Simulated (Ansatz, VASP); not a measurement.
**One calculation of SnO, two programs**

```
Sn O
1.0
     3.13193    0.00000    0.00000
     0.00000    3.13193    0.00000
     0.00000    0.00000    3.13193
Sn O
1 1
Direct
  0.00000 0.00000 0.00000
  0.50000 0.50000 0.50000
```

Alike in both runs: task single point; functional PBE-based screened hybrid; k mesh 5 × 5 × 5; occupations fermi-dirac, width 0.05 eV; no spin polarisation.

|  | VASP | Ansatz |
| --- | --- | --- |
| version | VASP 6.6.1 | Ansatz 0.2.0 |
| potentials or method | VASP PAW PBE potentials, release 64 (Sn_d, O) | Ansatz PAW |
| plane-wave cutoff (eV) | 520 | 420 |
| valence electrons in the cell | 20 | 20 |

Ansatz gave:

* gap on the k mesh at the Fermi level (eV): 1.41
* least direct gap on the mesh (eV): 1.93
* pressure (GPa): -0.7

**Question.** Estimate VASP's values.

**Answer.** gap on the k mesh at the Fermi level (eV): 1.40; least direct gap on the mesh (eV): 1.93; pressure (GPa): -0.6.

VASP's potentials were made for PBE, not for PBE-based screened hybrid.

Noted on Ansatz's run: odd divisions of the mesh miss points on the zone boundary, where band edges often lie, so the gap on the mesh can be too wide.
